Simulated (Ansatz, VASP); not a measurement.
# Ir in VASP and in Ansatz

INCAR

```
  PREC = Accurate
  ENCUT = 520
  EDIFF = 1E-7
  ISMEAR = -1
  SIGMA = 0.3
  LREAL = False
  LASPH = True
  NELM = 80
  ALGO = Normal
  ISIF = 2
  LWAVE = False
  LCHARG = False
  GGA = PE
  NBANDS = 16
```

The input KPOINTS:

```
Automatic mesh
0
Gamma
  10 10 5
```

Contents of POSCAR:

```
Ir
1.0
    2.7141926579      0.0000000000      0.0000000000
   -1.3570963289      2.3505595523      0.0000000000
    0.0000000000      0.0000000000      4.4019813909
Ir
2
Direct
    0.6666666667      0.3333333333      0.7500000000
    0.3333333333      0.6666666667      0.2500000000
```

Input for Ansatz:

```yaml
crystal:
  lattice:
    - [2.714192657858888, 0.0, 0.0]
    - [-1.357096328929444, 2.350559552347158, 0.0]
    - [0.0, 0.0, 4.401981390865646]
  atoms:
    - { symbol: Ir, position: [0.6666666666666666, 0.3333333333333333, 0.75] }
    - { symbol: Ir, position: [0.3333333333333333, 0.6666666666666666, 0.25] }
basis:
  ecutwfc: 435.382179935808
kpoints:
  mp_grid:
    grid: [10, 10, 5]
hamiltonian:
  xc: pbe
scf:
  max_iter: 80
  convergence:
    dr2_threshold: 1.0e-07
  mixing:
    algorithm: anderson
    beta: 0.5
  occupations:
    method: fermi_dirac
    width: 0.3
output:
  stress: true
```

Alike in both runs: task single point; functional PBE; k mesh 10 × 10 × 5; occupations fermi-dirac, width 0.3 eV; no spin polarisation.

|  | VASP | Ansatz |
| --- | --- | --- |
| version | VASP 6.6.1 | Ansatz 0.2.0 |
| potentials or method | VASP PAW PBE potentials, release 64 (Ir), cutoff 520 eV | plane waves, PAW |
| valence electrons in the cell | 18 | 34 |

Ansatz gave:

* pressure (GPa): 16.9
* traceless stress, the component that is largest in VASP (GPa): 0.48

Q: Which values does VASP return?

A: Pressure (GPa): 17.6; traceless stress, the component that is largest in VASP (GPa): 0.49.

VASP's potentials hold 18 valence electrons a cell and Ansatz's 34, so a difference there can come from the potentials and not from the codes. Ansatz's warnings: stress scf threshold loose.

Neither program's run includes spin-orbit coupling.
